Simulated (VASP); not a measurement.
# Si11SbS24 (a cell with a defect): single point with PBE

The system is Si11SbS24 (a cell with a defect).

```
Sb Si S
1.0
    -2.78200    4.77250    8.32800
     5.56400   -9.54500    0.00000
     5.56400    9.54500   -5.55200
Sb Si S
1 11 24
Direct
  0.50000 0.25000 0.00000
  0.50000 0.25000 0.50000
  0.83333 0.91667 0.00000
  0.83333 0.91667 0.50000
  0.16667 0.58333 0.00000
  0.16667 0.58333 0.50000
  0.16667 0.08333 0.00000
  0.16667 0.08333 0.50000
  0.50000 0.75000 0.00000
  0.50000 0.75000 0.50000
  0.83333 0.41667 0.00000
  0.83333 0.41667 0.50000
  0.10900 0.09980 0.16350
  0.10900 0.09980 0.66350
  0.44233 0.76647 0.16350
  0.44233 0.76647 0.66350
  0.77567 0.43313 0.16350
  0.77567 0.43313 0.66350
  0.55767 0.23353 0.33650
  0.55767 0.23353 0.83650
  0.89100 0.90020 0.33650
  0.89100 0.90020 0.83650
  0.22433 0.56687 0.33650
  0.22433 0.56687 0.83650
  0.30313 0.98807 0.45470
  0.30313 0.98807 0.95470
  0.63647 0.65473 0.45470
  0.63647 0.65473 0.95470
  0.96980 0.32140 0.45470
  0.96980 0.32140 0.95470
  0.36353 0.34527 0.04530
  0.36353 0.34527 0.54530
  0.69687 0.01193 0.04530
  0.69687 0.01193 0.54530
  0.03020 0.67860 0.04530
  0.03020 0.67860 0.54530
```

```json
{
  "Program": "VASP 6.6.1",
  "Task": "single point",
  "Functional": "PBE",
  "Potentials or basis": "VASP PAW PBE potentials, release 64 (Sb, Si, S)",
  "Cutoff": "520 eV",
  "k mesh": "3 × 3 × 2",
  "Occupations": "fermi-dirac, width 0.01 eV",
  "Spin": "no spin polarisation"
}
```

```yaml
Largest_force: 5.714 eV/Å
```

Forces on the atoms (eV/Å):
```
Sb   0.000 -0.003  0.010
Si   0.060 -0.041 -0.102
Si   0.001 -0.001 -0.112
Si   0.014 -0.037 -0.111
Si  -0.002  0.004  0.309
Si  -0.074  0.078 -0.017
Si   0.003  0.000 -1.985
Si   0.013 -0.047  0.107
Si   0.001 -0.002 -0.126
Si   0.033 -0.059  0.046
Si  -0.004  0.003  1.907
Si  -0.046  0.106  0.069
S    0.170  0.148  0.327
S    0.218  0.187  0.014
S    0.173  0.194 -0.063
S    0.215  0.177 -0.001
S    3.298  3.175  3.419
S    0.171  0.147 -0.008
S   -0.218 -0.188  0.023
S   -3.297 -3.173  3.417
S   -0.188 -0.151 -0.006
S   -0.172 -0.150  0.331
S   -0.198 -0.173 -0.013
S   -0.172 -0.195 -0.066
S   -0.194  0.229  0.009
S   -3.296  3.160 -3.401
S   -0.223  0.205  0.008
S   -0.176  0.138  0.067
S   -0.160  0.132 -0.013
S   -0.172  0.128 -0.356
S    3.295 -3.158 -3.403
S    0.171 -0.158 -0.006
S    0.174 -0.135  0.067
S    0.175 -0.152  0.017
S    0.176 -0.133 -0.353
S    0.231 -0.255 -0.006
```

Levels at points of the mesh, in eV from the Fermi level:
```tsv
k point	band 93	band 94	band 95	band 96	band 97	band 98	band 99	band 100
(0.00, 0.00, 0.00)	-0.82	-0.67	-0.65	-0.29	2.21	2.49	2.91	2.94
(0.00, 0.00, 0.50)	-0.76	-0.66	-0.60	-0.38	2.20	2.44	2.89	2.93
```

Run time: 36 min on 1 thread of AMD EPYC 9R45 96-Core Processor (Zen 5), on a shared host, peak memory 1.5 GiB.

Caveat: the cell carries a net charge on a neutralising background, which shifts energy and pressure; the cell is charged against a uniform background, so pressure and absolute levels hang on convention; spin-orbit coupling is left out, which moves the levels of the heavy elements.
